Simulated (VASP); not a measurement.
Runs of VASP 6.6.1 on Ir. The structure is that of space group Fm-3m (No. 225), or close to it. The cells are those of the table. 

| spin | cell | k mesh | smearing | gap on the mesh (eV) | pressure (GPa) |
| --- | --- | --- | --- | --- | --- |
| off | a = 2.857 Å, angles 60.0°, 1 atom | 22 × 22 × 22 | fermi-dirac 0.1 eV | none | -16.7 |
| off | a = 2.747 Å, angles 60.0°, 1 atom | 22 × 22 × 22 | fermi-dirac 0.1 eV | none | 16.0 |
| off | a = 2.784 Å, angles 60.0°, 1 atom | 22 × 22 × 22 | fermi-dirac 0.1 eV | none | (b) |
| off | a = 2.784 Å, angles 60.0°, 1 atom | 7 × 7 × 7 | fermi-dirac 0.1 eV | none | 1.0 |
| collinear, ferromagnetic start | a = 2.668 Å, angles 60.0°, 1 atom | 22 × 22 × 22 | fermi-dirac 0.05 eV | none | (a) |

Alike in all rows: task single point; level BLYP; potentials or basis VASP PAW PBE potentials, release 64 (Ir); cutoff (eV) 520.

Q: Estimate the missing entries.

A: (a) 56.0; (b) 2.3.

Caveats: some runs use coarse meshes; the PAW data sets were made with another functional, which shifts forces and pressure a little; spin-orbit coupling is left out, which moves the levels of the heavy elements.

A k mesh can miss the band edges, and the runs leave out spin-orbit coupling on Ir.

A gap of «none» marks levels without a gap at the run's occupations.
